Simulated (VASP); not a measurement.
# Ru (P6_3/mmc) in VASP: a series of runs

Runs on Ru. Level: LDA. Tasks: single point, relaxation of cell and atoms.

All numbers are computed with VASP 6.6.1; they aren't measurements. Logs are shortened: lines on timing, memory, paths and dates and some standing lists are left out, and cuts for length are marked.

### Step 1. The cell of the first run

Symmetry: P6_3/mmc, No. 194, hexagonal system. The conventional cell has a = 2.674 Å, b = 2.674 Å, c = 4.227 Å, α = 90.00°, β = 90.00°, γ = 120.00°. Within 3.5 Å of Ru (site symmetry -6m2) lie 12 Ru at 2.62 to 2.67 Å.

### Step 2. Single point, LDA

Contents of INCAR:

```
PREC     = Accurate       # precision mode
ENCUT    = 520            # plane-wave cutoff, eV
EDIFF    = 1E-6           # SCF threshold, eV
ISMEAR   = 0              # smearing method
SIGMA    = 0.1            # smearing width, eV
LREAL    = False          # projectors in reciprocal space
LASPH    = True           # aspherical terms in the spheres
NELM     = 100            # most SCF steps
ALGO     = Normal         # electronic algorithm
ISIF     = 2              # what is computed and relaxed
LWAVE    = False          # write WAVECAR
LCHARG   = True           # write CHGCAR
GGA      = CA             # functional
LELF     = True           # ELF
LVHAR    = True         
NBANDS   = 21             # bands
```

Contents of KPOINTS:

```
regular mesh
0
Gamma
  18 18 10
```

Contents of POSCAR:

```
Ru
1.0
    2.6740588022      0.0000000000      0.0000000000
   -1.3370294011      2.3158028540      0.0000000000
    0.0000000000      0.0000000000      4.2267610256
Ru
2
Direct
    0.3333333333      0.6666666667      0.2500000000
    0.6666666667      0.3333333333      0.7500000000
```

Potentials or basis: VASP PAW LDA potentials, release 64 (Ru_pv).

Launch:

```
$ cat potpaw_LDA.64/Ru_pv/POTCAR > POTCAR
$ mpirun -np 1 vasp_std > vasp.out
```

OUTCAR:

```text
PREC = Accurate
   ENCUT = 520
   EDIFF = 1E-6
   ISMEAR = 0
   LREAL = False
   LASPH = True
   NELM = 100
   ISIF = 2
   GGA = CA

 ion  position               nearest neighbor table
   1  0.333  0.667  0.250-   2 2.62   2 2.62   2 2.62   2 2.62   2 2.62   2 2.62
   2  0.667  0.333  0.750-   1 2.62   1 2.62   1 2.62   1 2.62   1 2.62   1 2.62

  LATTYP: Found a hexagonal cell.
 ALAT       =     2.6740588022
 C/A-ratio  =     1.5806537321

  Lattice vectors:

 A1 = (   2.6740588022,   0.0000000000,   0.0000000000)
 A2 = (  -1.3370294011,   2.3158028540,   0.0000000000)
 A3 = (   0.0000000000,   0.0000000000,   4.2267610256)

Analysis of symmetry for initial positions (statically):
=====================================================================
 Subroutine PRICEL returns:
 Original cell was already a primitive cell.

 Routine SETGRP: Setting up the symmetry group for a
 hexagonal supercell.

 Subroutine GETGRP returns: Found 24 space group operations
 (whereof 12 operations were pure point group operations)
 out of a pool of 24 trial point group operations.

The static configuration has the point symmetry D_3d.
 The point group associated with its full space group is D_6h.

Analysis of symmetry for dynamics (positions and initial velocities):
=====================================================================
 Subroutine PRICEL returns:
 Original cell was already a primitive cell.

 Routine SETGRP: Setting up the symmetry group for a
 hexagonal supercell.

 Subroutine GETGRP returns: Found 24 space group operations
 (whereof 12 operations were pure point group operations)
 out of a pool of 24 trial point group operations.

The dynamic configuration has the point symmetry D_3d.
 The point group associated with its full space group is D_6h.

 Subroutine INISYM returns: Found 24 space group operations
 (whereof 12 operations are pure point group operations),
 and found     1 'primitive' translations

----------------------------------------------------------------------------------------

                                     Primitive cell

  volume of cell :      26.1746

  direct lattice vectors                    reciprocal lattice vectors
     2.674058802  0.000000000  0.000000000     0.373963355  0.215907843  0.000000000
    -1.337029401  2.315802854  0.000000000     0.000000000  0.431815687  0.000000000
     0.000000000  0.000000000  4.226761026     0.000000000  0.000000000  0.236587778

  length of vectors
     2.674058802  2.674058802  4.226761026     0.431815687  0.431815687  0.236587778

  position of ions in fractional coordinates (direct lattice)
     0.333333333  0.666666667  0.250000000
     0.666666667  0.333333333  0.750000000

  ion indices of the primitive-cell ions
   primitive index   ion index
                 1           1
                 2           2

----------------------------------------------------------------------------------------

 KPOINTS: regular mesh

Automatic generation of k-mesh.
 Grid dimensions read from file:
 generate k-points for:   18   18   10

 Generating k-lattice:

  Cartesian coordinates                     Fractional coordinates (reciprocal lattice)
     0.020775742  0.011994880  0.000000000     0.055555556  0.000000000  0.000000000
     0.000000000  0.023989760  0.000000000     0.000000000  0.055555556  0.000000000
     0.000000000  0.000000000  0.023658778     0.000000000  0.000000000  0.100000000

  Length of vectors
     0.023989760  0.023989760  0.023658778

  Shift w.r.t. Gamma in fractional coordinates (k-lattice)
     0.000000000  0.000000000  0.000000000

 Subroutine IBZKPT returns following result:
 ===========================================

 Found    222 irreducible k-points:

 Following reciprocal coordinates:
            Coordinates               Weight
  0.000000  0.000000  0.000000      1.000000
  0.055556 -0.000000  0.000000      6.000000
  0.111111 -0.000000  0.000000      6.000000
  0.166667  0.000000  0.000000      6.000000
  0.222222 -0.000000  0.000000      6.000000
  0.277778 -0.000000  0.000000      6.000000
[... 16 lines left out ...]
  0.333333  0.111111  0.000000     12.000000
  0.388889  0.111111  0.000000     12.000000
 [... further k-points ...]
   k-points           NKPTS =    222   k-points in BZ     NKDIM =    222   number of bands    NBANDS=     21
   number of dos      NEDOS =    301   number of ions     NIONS =      2
   total plane-waves  NPLWV =  12800
   dimension x,y,z NGX =    20 NGY =   20 NGZ =   32
   dimension x,y,z NGXF=    40 NGYF=   40 NGZF=   64
   ions per type =               2
   NGX,Y,Z   is equivalent  to a cutoff of  12.43, 12.43, 12.59 a.u.
   NGXF,Y,Z  is equivalent  to a cutoff of  24.87, 24.87, 25.17 a.u.
 SYSTEM =  unknown system
   PREC   = accura    normal or accurate (medium, high low for compatibility)
   ISTART =      0    job   : 0-new  1-cont  2-samecut
   ICHARG =      2    charge: 1-file 2-atom 10-const
   ISPIN  =      1    spin polarized calculation?
   LNONCOLLINEAR =      F non collinear calculations
   LSORBIT =      F    spin-orbit coupling
   LASPH  =      T    aspherical Exc in radial PAW
   ENCUT  =  520.0 eV  38.22 Ry    6.18 a.u.   4.97  4.97  7.86*2*pi/ulx,y,z
   NELM   =    100;   NELMIN=  2; NELMDL= -5     # of ELM steps
   EDIFF  = 0.1E-05   stopping-criterion for ELM
   LREAL  =      F    real-space projection
   EDIFFG = 0.1E-04   stopping-criterion for IOM
   NSW    =      0    number of steps for IOM
   IBRION =     -1    ionic relax: 0-MD 1-quasi-New 2-CG
   NFREE  =      0    steps in history (QN), initial steepest desc. (CG)
   ISIF   =      2    stress and relaxation
   ISYM   =      2    0-nonsym 1-usesym 2-fastsym
   POTIM  = 0.5000    time-step for ionic-motion
   TEBEG  =    0.0;   TEEND  =   0.0 temperature during run
   PSTRESS=    0.0 pullay stress
   NELECT =      28.0000    total number of electrons
   NUPDOWN=      -1.0000    fix difference up-down
   EMIN   =  10.00;   EMAX   =-10.00  energy-range for DOS
   EFERMI =   0.00;   METHOD = LEGACY
   ISMEAR =     0;   SIGMA  =   0.10  broadening in eV -4-tet -1-fermi 0-gaus
   EFERMI_NEDOS =   21; number of points for ismear=-14 and -15
   IALGO  =     38    algorithm
   IMIX   =      4    mixing-type and parameters
     AMIX     =   0.40;   BMIX     =  1.00
     AMIX_MAG =   1.60;   BMIX_MAG =  1.00
  volume/ion in A,a.u.               =      13.09        88.32
  Fermi-wavevector in a.u.,A,eV,Ry     =   1.674303  3.163974 38.141091  2.803291
  Thomas-Fermi vector in A             =   2.759122
   LORBIT       =      0    0 simple, 1 ext, 2 COOP (PROOUT), +10 PAW based schemes
   GGA     = CA    functional components
   LHFCALC =     F    Hartree Fock is set to
   AEXX    =    0.0000 exact exchange contribution
   IVDW    =     0    specifies the selected vdW correction
   LEPSILON=     F    determine dielectric tensor
   LRPA    =     F    only Hartree local field effects (RPA)
 non-spin polarized calculation
 Gauss-broadening in eV      SIGMA  =   0.10
  energy-cutoff  :      520.00
  volume of cell :       26.17
 maximum number of plane-waves:       732
 NGX is ok and might be reduce to    20
   NGX =  9   NGY =  9   NGZ = 15

 number of electron      27.9999992 magnetization

 Free energy of the ion-electron system (eV)
  ---------------------------------------------------
  ext. energy  EPLUGINS =         0.00000000
  ---------------------------------------------------
  free energy    TOTEN  =       -21.39367648 eV

  energy without entropy =      -21.38510275  energy(sigma->0) =      -21.38938962

 E-fermi :  13.3761     XC(G=0): -14.6070

 val. band max:       13.3739652501   @ k =   0.1667   0.1111   0.3000
 cond. band min:      13.3943854269   @ k =   0.4444   0.1111   0.5000
 fundamental gap:      0.0204201768
 Fermi energy:        13.3760706573

 k-point     1 :       0.0000    0.0000    0.0000
  band No.  band energies     occupation
      1     -30.2283      2.00000
      2     -29.1550      2.00000
      3     -29.1550      2.00000
      4     -28.9602      2.00000
      5     -28.9602      2.00000
      6     -28.9137      2.00000
[... 13 lines left out ...]
     20      23.3277      0.00000
     21      24.1430      0.00000

 k-point     2 :       0.0556   -0.0000    0.0000
  band No.  band energies     occupation
      1     -30.2162      2.00000
      2     -29.1810      2.00000
      3     -29.1638      2.00000
      4     -28.9874      2.00000
      5     -28.9637      2.00000
      6     -28.9193      2.00000
[... 13 lines left out ...]
     20      23.3276      0.00000
     21      24.1257      0.00000

 k-point     3 :       0.1111   -0.0000    0.0000
  band No.  band energies     occupation
      1     -30.1806      2.00000
      2     -29.2558      2.00000
      3     -29.1887      2.00000
      4     -29.0648      2.00000
      5     -28.9739      2.00000
      6     -28.9361      2.00000
[... 13 lines left out ...]
     20      23.3276      0.00000
     21      24.0674      0.00000

 k-point     4 :       0.1667    0.0000    0.0000
  band No.  band energies     occupation
      1     -30.1237      2.00000
      2     -29.3704      2.00000
      3     -29.2258      2.00000
      4     -29.1812      2.00000
      5     -28.9905      2.00000
      6     -28.9643      2.00000
[... 13 lines left out ...]
     20      23.3276      0.00000
     21      23.9618      0.00000

 k-point     5 :       0.2222   -0.0000    0.0000
  band No.  band energies     occupation
      1     -30.0489      2.00000
      2     -29.5109      2.00000
      3     -29.3202      2.00000
      4     -29.2700      2.00000
      5     -29.0120      2.00000
      6     -29.0037      2.00000
[... 13 lines left out ...]
     20      23.3275      0.00000
     21      23.8220      0.00000
[... 382 lines left out ...]
     20      23.3274      0.00000
     21      23.7478      0.00000

 k-point    22 :       0.2778    0.1111    0.0000
  band No.  band energies     occupation
      1     -29.8402      2.00000
      2     -29.7846      2.00000
      3     -29.6299      2.00000
      4     -29.3741      2.00000
      5     -29.1294      2.00000
      6     -29.1176      2.00000
[... 13 lines left out ...]
     20      23.6867      0.00000
     21      23.7157      0.00000

 k-point    23 :       0.3333    0.1111    0.0000
  band No.  band energies     occupation
      1     -29.8910      2.00000
      2     -29.7501      2.00000
      3     -29.7015      2.00000
      4     -29.4280      2.00000
      5     -29.1921      2.00000
      6     -29.1417      2.00000
[... 13 lines left out ...]
     20      23.3275      0.00000
     21      24.4976      0.00000

 k-point    24 :       0.3889    0.1111    0.0000
  band No.  band energies     occupation
      1     -29.9601      2.00000
      2     -29.7481      2.00000
      3     -29.6770      2.00000
      4     -29.4626      2.00000
      5     -29.2472      2.00000
      6     -29.1574      2.00000
[... 13 lines left out ...]
     20      23.3268      0.00000
     21      24.8313      0.00000

 [... further k-points ...]
[... 5 lines left out ...]
  --------------------------------------------------------------------------------------
  -------------------------------------------------------------------------------------
  Total        0.1501075      0.1501075      0.1594615      0.0000000      0.0000000     -0.0000000
  in kB        9.1882471      9.1882471      9.7608151      0.0000000      0.0000000     -0.0000000
  external PRESSURE =       9.3791031 kB  Pullay stress =       0.0000000 kB

 VOLUME and BASIS-vectors are now :
 -----------------------------------------------------------------------------
  energy-cutoff  :      520.00
  volume of cell :       26.17
      direct lattice vectors                 reciprocal lattice vectors
     2.674058802  0.000000000  0.000000000     0.373963355  0.215907843  0.000000000
    -1.337029401  2.315802854  0.000000000     0.000000000  0.431815687  0.000000000
     0.000000000  0.000000000  4.226761026     0.000000000  0.000000000  0.236587778

 POSITION                                       TOTAL-FORCE (eV/Angst)
 -----------------------------------------------------------------------------------
     -0.00000      1.54387      1.05669        -0.000000      0.000000      0.000000
      1.33703      0.77193      3.17007         0.000000     -0.000000      0.000000
 -----------------------------------------------------------------------------------
    total drift:                               -0.000000      0.000000     -0.000000

  FREE ENERGIE OF THE ION-ELECTRON SYSTEM (eV)
  ---------------------------------------------------
  free  energy   TOTEN  =       -21.3936764822 eV

  energy  without entropy=      -21.3851027514  energy(sigma->0) =      -21.38938962
```

It took 2.5 min on 1 thread of AMD EPYC 7R13, shared host; peak memory 0.17 GiB.

Results:

```
Free energy            : -21.3937 eV
Pressure               : 0.9 GPa
Band gap on the k mesh : zero (band 14 reaches 14.95 eV, above the bottom of band 15 at 11.63 eV)
```

(Continued in part 2 of 2.)
